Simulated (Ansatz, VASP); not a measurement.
## One calculation of Se, two programs

The input INCAR:

```
SYSTEM = Se
PREC = Accurate
ENCUT = 600
EDIFF = 1E-6
ISMEAR = -1
SIGMA = 0.1
LREAL = .FALSE.
LASPH = .TRUE.
NELM = 60
ALGO = Normal
ISIF = 3
LWAVE = .FALSE.
LCHARG = .FALSE.
GGA = RP
IBRION = 2
NSW = 80
EDIFFG = -0.01
```

The input KPOINTS:

```
regular mesh
0
G
  7 7 10
  0 0 0
```

The input POSCAR:

```
Se
1.0
    4.9764452362      0.0000000000      0.0000000000
   -2.4882226181      4.3097279951      0.0000000000
    0.0000000000      0.0000000000      3.0505609298
Se
3
Direct
    0.0000000000      0.0000000000      0.0000000000
    0.3333333333      0.6666666667      0.5000000000
    0.6666666667      0.3333333333      0.5000000000
```

Input for Ansatz:

```yaml
crystal:
  lattice:
    - [4.9764452362, 0.0, 0.0]
    - [-2.4882226181, 4.3097279951, 0.0]
    - [0.0, 0.0, 3.0505609298]
  atoms:
    - { symbol: Se, position: [0.0, 0.0, 0.0] }
    - { symbol: Se, position: [0.3333333333, 0.6666666667, 0.5] }
    - { symbol: Se, position: [0.6666666667, 0.3333333333, 0.5] }
hamiltonian:
  xc: rpbe
  pseudopotentials:
    kind: paw
    azcp:
      Se: "pseudopotentials/Se.paw.azcp"
basis:
  ecutwfc: 420
  fft_grid_basis: typed
kpoints:
  mp_grid: { grid: [7, 7, 10], shift: [0, 0, 0] }
magnetization:
  spin_polarized: false
scf:
  occupations: { method: fermi_dirac, width: 0.1 }
relax:
  max_steps: 60
  f_tol: 0.01
  cell: {}
output:
  write_density: true
  write_potential: true
  elf: true
  volumetric_format: npy
```

Alike in both runs: task relaxation of cell and atoms; functional RPBE; k mesh 7 × 7 × 10; occupations fermi-dirac, width 0.1 eV; no spin polarisation.

|  | VASP | Ansatz |
| --- | --- | --- |
| version | VASP 6.6.1 | Ansatz 0.2.0 |
| potentials or method | VASP PAW PBE potentials, release 64 (Se), cutoff 600 eV | plane waves (420 eV) with PAW, scalar-relativistic |
| valence electrons in the cell | 18 | 48 |

|  | VASP | Ansatz | Ansatz less VASP |
| --- | --- | --- | --- |
| relaxed volume (Å³/atom) | 22.12 | 22.13 | +0.008 |
| relaxed length of the cell vector where the two differ most in proportion (Å) | 3.455 | 3.456 | +0.0008 |

VASP's potentials were made for PBE, not for RPBE. VASP's potentials hold 18 valence electrons a cell and Ansatz's 48, so a difference there can come from the potentials and not from the codes.
